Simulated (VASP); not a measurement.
Set up this calculation in VASP 6.6.1, as the native input.

```yaml
Task: relaxation of cell and atoms
Functional: PBE
Potentials_or_basis: VASP PAW PBE potentials, release 64 (Ag)
Cutoff: 600 eV
k_mesh: 18 × 18 × 18
Occupations: gaussian, width 0.1 eV
Spin: no spin polarisation
Dipole_correction: no
Further_INCAR_settings: ALGO = Fast; EDIFF = 1e-06; IBRION = 2; EDIFFG = -0.005; NSW = 100; ISIF = 3
```

The structure of Ag lies in POSCAR:

```
Ag
1.0
    0.0000000000      2.0521781806      2.0521781806
    2.0521781806      0.0000000000      2.0521781806
    2.0521781806      2.0521781806      0.0000000000
Ag
1
Direct
    0.0000000000      0.0000000000      0.0000000000
```

The input as run:

INCAR

```
SYSTEM = Ag
PREC = Accurate ; ENCUT = 600
EDIFF = 1E-6 ; ISMEAR = 0
SIGMA = 0.1 ; LREAL = .FALSE.
LASPH = .TRUE. ; NELM = 80
ALGO = Fast ; ISIF = 3
LWAVE = .FALSE. ; LCHARG = .FALSE.
GGA = PE ; IBRION = 2
NSW = 100 ; EDIFFG = -0.005
```

KPOINTS

```
regular mesh
0
G
  18 18 18
  0 0 0
```

Potentials or basis: VASP PAW PBE potentials, release 64 (Ag).

Launch:

```console
$ cat potpaw_PBE.64/Ag/POTCAR > POTCAR
$ mpirun -np 1 vasp_std > vasp.out
```

Results of the run:

The relaxed volume is 17.80 Å³/atom and the relaxed cell is a = 2.931 Å, b = 2.931 Å, c = 2.931 Å, α = 60.00°, β = 60.00°, γ = 60.00°. The space group after relaxing (to 0.1 Å) is Fm-3m (No. 225), the energy gained by relaxing is 4.6 meV/atom and the ionic steps are 15. The pressure after relaxing is 0.0 GPa and the band gap on the k mesh is zero (an odd number of electrons rules out a gap without spin polarisation).

Wall time 3.8 min on 1 thread of AMD EPYC 7R13 (shared host), peak memory 0.15 GiB.
